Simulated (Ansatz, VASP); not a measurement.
**One calculation of Cd, two programs**

```
Cd
1.0
     0.00000    2.10724    2.10724
     2.10724    0.00000    2.10724
     2.10724    2.10724    0.00000
Cd
1
Direct
  0.00000 0.00000 0.00000
```

Change from the starting cell: strain -0.050 along x and y, -0.050 along z, atoms carried along.

Alike in both runs: task single point; functional PBE; k mesh 18 × 18 × 18; occupations gaussian, width 0.15 eV; no spin polarisation.

|  | VASP | Ansatz |
| --- | --- | --- |
| version | VASP 6.6.1 | Ansatz 0.2.0 |
| potentials or method | VASP PAW PBE potentials, release 64 (Cd), cutoff 520 eV | scalar-relativistic, plane waves, PAW |
| valence electrons in the cell | 12 | 20 |

VASP gave:

```
gap on the k mesh at the Fermi level (eV) : none
pressure (GPa)                            : 15.6
```

Task: Estimate Ansatz's values.

Result: gap on the k mesh at the Fermi level (eV): none; pressure (GPa): 14.9.

A gap of «none» marks a metal or a gap that the smearing closes. VASP's potentials hold 12 valence electrons a cell and Ansatz's 20, so a difference there can come from the potentials and not from the codes.
